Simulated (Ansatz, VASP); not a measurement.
**BeTe in VASP and in Ansatz**

```
CELL_PARAMETERS angstrom
3.91195 0.00000 0.00000
0.00000 3.91195 0.00000
0.00000 0.00000 7.42580
ATOMIC_POSITIONS crystal
Be 0.00000 0.00000 0.50000
Be 0.50000 0.50000 0.50000
Te 0.50000 0.00000 0.70613
Te 0.00000 0.50000 0.29387
```

Alike in both runs: task relaxation of cell and atoms; functional PBE; k mesh 8 × 8 × 4; occupations gaussian, width 0.02 eV; no spin polarisation.

|  | VASP | Ansatz |
| --- | --- | --- |
| version | VASP 6.6.1 | Ansatz 0.2.0 |
| potentials or method | VASP PAW PBE potentials, release 64 (Be, Te), cutoff 600 eV | scalar-relativistic, plane waves, PAW |
| valence electrons in the cell | 16 | 36 |

Ansatz gave:

* gap on the k mesh at the Fermi level, each at its own relaxed structure (eV): 2.12
* relaxed volume (Å³/atom): 28.41
* relaxed length of the cell vector where the two differ most in proportion (Å): 7.426

Which values does VASP return?

gap on the k mesh at the Fermi level, each at its own relaxed structure (eV): 2.11; relaxed volume (Å³/atom): 28.48; relaxed length of the cell vector where the two differ most in proportion (Å): 7.435.

VASP's potentials hold 16 valence electrons a cell and Ansatz's 36, so a difference there can come from the potentials and not from the codes.

Spin-orbit coupling is off throughout.
